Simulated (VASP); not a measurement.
# MgI2 (P-3m1) in VASP: a series of runs

MgI2 is run at these levels: PBEsol; tasks: single point.

Everything below comes from runs of VASP 6.6.1. Logs are shortened: lines on timing, memory, paths and dates and some standing lists are left out, and cuts for length are marked.

### Step 1. The cell of the first run

It takes space group P-3m1 (No. 164, trigonal). The conventional cell has a = 4.084 Å, b = 4.084 Å, c = 6.787 Å, α = 90.00°, β = 90.00°, γ = 120.00°. I (site symmetry 3m) has 3 Mg at 2.90 Å within 3.8 Å. Mg (site symmetry -3m) has 6 I at 2.90 Å within 3.8 Å.

### Step 2. Single point, PBEsol (volume scaled by 0.96)

INCAR

```
SYSTEM = MgI2
PREC = Accurate ; ENCUT = 520
EDIFF = 1E-6 ; ISMEAR = -1
SIGMA = 0.05 ; LREAL = .False.
LASPH = .True. ; NELM = 80
ALGO = Normal ; ISIF = 2
LWAVE = .False. ; LCHARG = .True.
GGA = PS ; LELF = .True.
LVHAR = .True. ; NBANDS = 15
```

KPOINTS

```
Automatic mesh
0
Gamma
  8 8 4
  0 0 0
```

POSCAR

```
MgI2
1.0
    4.0840471951      0.0000000000      0.0000000000
   -2.0420235975      3.5368886212      0.0000000000
    0.0000000000      0.0000000000      6.7870156286
I Mg
2 1
Direct
    0.6666666667      0.3333333333      0.7500000000
    0.3333333333      0.6666666667      0.2500000000
    0.0000000000      0.0000000000      0.0000000000
```

Potentials or basis: VASP PAW PBE potentials, release 64 (I, Mg).

Launch:

```sh
cat potpaw_PBE.64/I/POTCAR potpaw_PBE.64/Mg/POTCAR > POTCAR
mpirun -np 1 vasp_std > vasp.out
```

OUTCAR:

```text
SYSTEM = MgI2
   PREC = Accurate
   ENCUT = 520
   EDIFF = 1E-6
   ISMEAR = -1
   LREAL = .False.
   LASPH = .True.
   NELM = 80
   ISIF = 2
   GGA = PS

 ion  position               nearest neighbor table
   1  0.667  0.333  0.750-   3 2.90   3 2.90   3 2.90
   2  0.333  0.667  0.250-   3 2.90   3 2.90   3 2.90
   3  0.000  0.000  0.000-   1 2.90   2 2.90   2 2.90   1 2.90   1 2.90   2 2.90

  LATTYP: Found a hexagonal cell.
 ALAT       =     4.0840471951
 C/A-ratio  =     1.6618357488

  Lattice vectors:

 A1 = (   4.0840471951,   0.0000000000,   0.0000000000)
 A2 = (  -2.0420235975,   3.5368886212,   0.0000000000)
 A3 = (   0.0000000000,   0.0000000000,   6.7870156286)

Analysis of symmetry for initial positions (statically):
=====================================================================
 Subroutine PRICEL returns:
 Original cell was already a primitive cell.

 Routine SETGRP: Setting up the symmetry group for a
 hexagonal supercell.

 Subroutine GETGRP returns: Found 12 space group operations
 (whereof 12 operations were pure point group operations)
 out of a pool of 24 trial point group operations.

The static configuration has the point symmetry D_3d.

Analysis of symmetry for dynamics (positions and initial velocities):
=====================================================================
 Subroutine PRICEL returns:
 Original cell was already a primitive cell.

 Routine SETGRP: Setting up the symmetry group for a
 hexagonal supercell.

 Subroutine GETGRP returns: Found 12 space group operations
 (whereof 12 operations were pure point group operations)
 out of a pool of 24 trial point group operations.

The dynamic configuration has the point symmetry D_3d.

 Subroutine INISYM returns: Found 12 space group operations
 (whereof 12 operations are pure point group operations),
 and found     1 'primitive' translations

----------------------------------------------------------------------------------------

                                     Primitive cell

  volume of cell :      98.0372

  direct lattice vectors                    reciprocal lattice vectors
     4.084047195  0.000000000  0.000000000     0.244855153  0.141367188  0.000000000
    -2.042023598  3.536888621  0.000000000     0.000000000  0.282734377  0.000000000
     0.000000000  0.000000000  6.787015629     0.000000000  0.000000000  0.147340165

  length of vectors
     4.084047195  4.084047195  6.787015629     0.282734377  0.282734377  0.147340165

  position of ions in fractional coordinates (direct lattice)
     0.666666667  0.333333333  0.750000000
[... 87 lines left out ...]
   ISYM   =      2    0-nonsym 1-usesym 2-fastsym
   POTIM  = 0.5000    time-step for ionic-motion
   TEBEG  =    0.0;   TEEND  =   0.0 temperature during run
   PSTRESS=    0.0 pullay stress
   NELECT =      16.0000    total number of electrons
   NUPDOWN=      -1.0000    fix difference up-down
   EMIN   =  10.00;   EMAX   =-10.00  energy-range for DOS
   EFERMI =   0.00;   METHOD = LEGACY
   ISMEAR =    -1;   SIGMA  =   0.05  broadening in eV -4-tet -1-fermi 0-gaus
   EFERMI_NEDOS =   21; number of points for ismear=-14 and -15
   IALGO  =     38    algorithm
   IMIX   =      4    mixing-type and parameters
     AMIX     =   0.40;   BMIX     =  1.00
     AMIX_MAG =   1.60;   BMIX_MAG =  1.00
  volume/ion in A,a.u.               =      32.68       220.53
  Fermi-wavevector in a.u.,A,eV,Ry     =   0.894646  1.690636 10.889984  0.800391
  Thomas-Fermi vector in A             =   2.016877
   LORBIT       =      0    0 simple, 1 ext, 2 COOP (PROOUT), +10 PAW based schemes
   GGA     = PS    functional components
   LHFCALC =     F    Hartree Fock is set to
   AEXX    =    0.0000 exact exchange contribution
   IVDW    =     0    specifies the selected vdW correction
   LEPSILON=     F    determine dielectric tensor
   LRPA    =     F    only Hartree local field effects (RPA)
 non-spin polarized calculation
  energy-cutoff  :      520.00
  volume of cell :       98.04
 maximum number of plane-waves:      2667
   NGX = 15   NGY = 15   NGZ = 25

 number of electron      15.9999999 magnetization

 Free energy of the ion-electron system (eV)
  ---------------------------------------------------
  ext. energy  EPLUGINS =         0.00000000
  ---------------------------------------------------
  free energy    TOTEN  =        -8.40981333 eV

  energy without entropy =       -8.40981333  energy(sigma->0) =       -8.40981333

 E-fermi :   3.7643     XC(G=0):  -8.5926

 val. band max:        2.6550548899   @ k =   0.0000   0.0000   0.0000
 cond. band min:       6.1094112003   @ k =   0.5000   0.0000   0.2500
 fundamental gap:      3.4543563104
 Fermi energy:         3.7642980891

 k-point     1 :       0.0000    0.0000    0.0000
  band No.  band energies     occupation
      1      -9.6082      2.00000
      2      -8.8497      2.00000
      3      -1.1827      2.00000
      4       2.2514      2.00000
      5       2.2514      2.00000
      6       2.6347      2.00000
      7       2.6551      2.00000
      8       2.6551      2.00000
      9       6.3345      0.00000
     10       7.3860      0.00000
     11       9.4395      0.00000
     12       9.4395      0.00000
     13       9.9471      0.00000
     14      10.8239      0.00000
[... 401 lines left out ...]
      2      -8.6008      2.00000
      3      -0.7600      2.00000
      4      -0.2833      2.00000
      5       0.4410      2.00000
      6       0.9132      2.00000
      7       1.3347      2.00000
      8       2.0415      2.00000
      9       6.9913      0.00000
     10       8.3401      0.00000
     11       9.3039      0.00000
     12       9.7432      0.00000
     13      10.2899      0.00000
     14      10.4499      0.00000
     15      11.5868      0.00000

 [... further k-points ...]
[... 5 lines left out ...]
  --------------------------------------------------------------------------------------
  -------------------------------------------------------------------------------------
  Total        0.3562204      0.3562204      0.0549789      0.0000000     -0.0000000     -0.0000000
  in kB        5.8215460      5.8215460      0.8984943      0.0000000     -0.0000000     -0.0000000
  external PRESSURE =       4.1805287 kB  Pullay stress =       0.0000000 kB

 VOLUME and BASIS-vectors are now :
 -----------------------------------------------------------------------------
  energy-cutoff  :      520.00
  volume of cell :       98.04
      direct lattice vectors                 reciprocal lattice vectors
     4.084047195  0.000000000  0.000000000     0.244855153  0.141367188  0.000000000
    -2.042023598  3.536888621  0.000000000     0.000000000  0.282734377  0.000000000
     0.000000000  0.000000000  6.787015629     0.000000000  0.000000000  0.147340165

 POSITION                                       TOTAL-FORCE (eV/Angst)
 -----------------------------------------------------------------------------------
      2.04202      1.17896      5.09026         0.000000      0.000000      0.118574
     -0.00000      2.35793      1.69675        -0.000000     -0.000000     -0.118574
      0.00000      0.00000      0.00000         0.000000      0.000000      0.000000
 -----------------------------------------------------------------------------------
    total drift:                               -0.000000      0.000000     -0.000000

  FREE ENERGIE OF THE ION-ELECTRON SYSTEM (eV)
  ---------------------------------------------------
  free  energy   TOTEN  =        -8.4098133316 eV

  energy  without entropy=       -8.4098133316  energy(sigma->0) =       -8.40981333
```

OSZICAR:

```text
N       E                     dE             d eps       ncg     rms          rms(c)
DAV:   1     0.739755246183E+02    0.73976E+02   -0.58699E+03  1050   0.848E+02
DAV:   2    -0.268447313482E+01   -0.76660E+02   -0.69353E+02  1437   0.132E+02
DAV:   3    -0.845200231706E+01   -0.57675E+01   -0.57442E+01  1407   0.414E+01
DAV:   4    -0.855631229353E+01   -0.10431E+00   -0.10430E+00  1464   0.667E+00
DAV:   5    -0.855762692479E+01   -0.13146E-02   -0.13146E-02  1449   0.677E-01    0.425E+00
DAV:   6    -0.844000313303E+01    0.11762E+00   -0.93784E-02  1183   0.155E+00    0.279E+00
DAV:   7    -0.841211813447E+01    0.27885E-01   -0.99826E-02  1260   0.154E+00    0.613E-01
DAV:   8    -0.840984075367E+01    0.22774E-02   -0.72277E-03  1169   0.475E-01    0.276E-01
DAV:   9    -0.840982593039E+01    0.14823E-04   -0.83101E-04  1435   0.167E-01    0.117E-01
DAV:  10    -0.840981158602E+01    0.14344E-04   -0.42043E-05  1288   0.435E-02    0.383E-02
DAV:  11    -0.840981349377E+01   -0.19078E-05   -0.64769E-06  1351   0.140E-02    0.284E-02
DAV:  12    -0.840981333165E+01    0.16212E-06   -0.93005E-07  1072   0.518E-03
   1 F= -.84098133E+01 E0= -.84098133E+01  d E =-.226354E-10
```

Wall time 42 s (1 thread of AMD EPYC 7R43 (Zen 3), shared host); peak memory 0.18 GiB.

What came out:

| Quantity | Value |
| --- | --- |
| Free energy | -8.4098 eV |
| Pressure | 0.4 GPa |
| Largest force | 0.119 eV/Å |
| Band gap on the k mesh | 3.45 eV, indirect (least direct gap 3.68 eV) |

Forces on the atoms (eV/Å):
```
I    0.000  0.000  0.119
I    0.000  0.000 -0.119
Mg   0.000  0.000  0.000
```

Caveat: the PAW data sets were made with another functional, which shifts forces and pressure a little; spin-orbit coupling is left out, which moves the levels of the heavy elements; this functional lacks dispersion, which binds the layers, so the pressure and a relaxed spacing across them are unreliable. A k mesh can miss the band edges.

### Step 3. Single point, PBEsol (volume scaled by 0.98)

INCAR

```
SYSTEM = MgI2
PREC = Accurate
ENCUT = 520
EDIFF = 1E-7
ISMEAR = -1
SIGMA = 0.05
LREAL = .False.
LASPH = .True.
NELM = 100
ALGO = Normal
ISIF = 2
LWAVE = .False.
LCHARG = .True.
GGA = PS
LELF = .True.
LVHAR = .True.
NBANDS = 15
```

KPOINTS

```
regular mesh
0
Gamma
  8 8 4
  0 0 0
```

POSCAR

```
MgI2
1.0
    4.1122139279      0.0000000000      0.0000000000
   -2.0561069639      3.5612817274      0.0000000000
    0.0000000000      0.0000000000      6.8338241120
I Mg
2 1
Direct
    0.6666666667      0.3333333333      0.7500000000
    0.3333333333      0.6666666667      0.2500000000
    0.0000000000      0.0000000000      0.0000000000
```

Potentials or basis: VASP PAW PBE potentials, release 64 (I, Mg).

Launch:

```sh
cat potpaw_PBE.64/I/POTCAR potpaw_PBE.64/Mg/POTCAR > POTCAR
mpirun -np 1 vasp_std > vasp.out
```

Run time: 46 s. Hardware: 1 thread of AMD EPYC 7R43 (Zen 3), shared host; peak memory 0.2 GiB.

It converged, with:

| Item | Value |
| --- | --- |
| Free energy | -8.4109 eV |
| Pressure | -0.2 GPa |
| Largest force | 0.212 eV/Å |
| Band gap on the k mesh | 3.44 eV, indirect (least direct gap 3.59 eV) |

Forces on the atoms (eV/Å):
```
I    0.000  0.000  0.212
I    0.000  0.000 -0.212
Mg   0.000  0.000  0.000
```

Stress tensor (GPa, compression positive):
```
-0.09  0.00  0.00
 0.00 -0.09  0.00
 0.00  0.00 -0.56
```

Levels at points of the mesh, in eV from the valence-band top:
```
           k point  band 4  band 5  band 6  band 7  band 8  band 9  band 10  band 11  band 12  band 13
(0.00, 0.00, 0.00)   -0.39   -0.39   -0.02    0.00    0.00    3.59     4.73     6.76     6.76     7.32
(0.50, 0.00, 0.00)   -2.88   -2.03   -1.35   -1.02   -0.43    3.61     5.18     5.25     6.82     7.77
(0.00, 0.00, 0.50)   -1.68   -0.26   -0.26   -0.13   -0.13    4.70     4.81     6.56     6.56     7.70
(0.50, 0.00, 0.50)   -3.34   -1.17   -1.13   -0.88   -0.73    3.45     4.96     5.49     5.87     7.68
```

Caveat: the PAW data sets were made with another functional, which shifts forces and pressure a little; spin-orbit coupling is left out, which moves the levels of the heavy elements; this functional lacks dispersion, which binds the layers, so the pressure and a relaxed spacing across them are unreliable. A k mesh can miss the band edges.
